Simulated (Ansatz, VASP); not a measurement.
**Na: VASP beside Ansatz**

```
Na
1.0
     3.04290   -6.48738    0.00000
     3.04290    6.48738    0.00000
     0.00000    0.00000    3.83270
Na
4
Cartesian
  3.0429 4.7768 0.0000
  3.0429 -1.7106 1.9163
  3.0429 -4.7768 3.8327
  3.0429 1.7106 1.9164
```

Alike in both runs: functional PBE; k mesh 10 × 10 × 8; occupations gaussian, width 0.1 eV; no spin polarisation.

Ansatz relaxed the structure, and its values are those at the end. VASP's run is a single point on that final structure, the one shown.

|  | VASP | Ansatz |
| --- | --- | --- |
| version | VASP 6.6.1 | Ansatz 0.2.0 |
| potentials or method | VASP PAW PBE potentials, release 64 (Na_pv), cutoff 520 eV | scalar-relativistic, plane waves, PAW |
| valence electrons in the cell | 28 | 36 |

|  | VASP | Ansatz | Ansatz less VASP |
| --- | --- | --- | --- |
| gap on the k mesh at the Fermi level (eV) | none | none | - |
| pressure (GPa) | 0.2 | 0.0 | -0.17 |

A gap of «none» marks a metal or a gap that the smearing closes. VASP's potentials hold 28 valence electrons a cell and Ansatz's 36, so a difference there can come from the potentials and not from the codes.
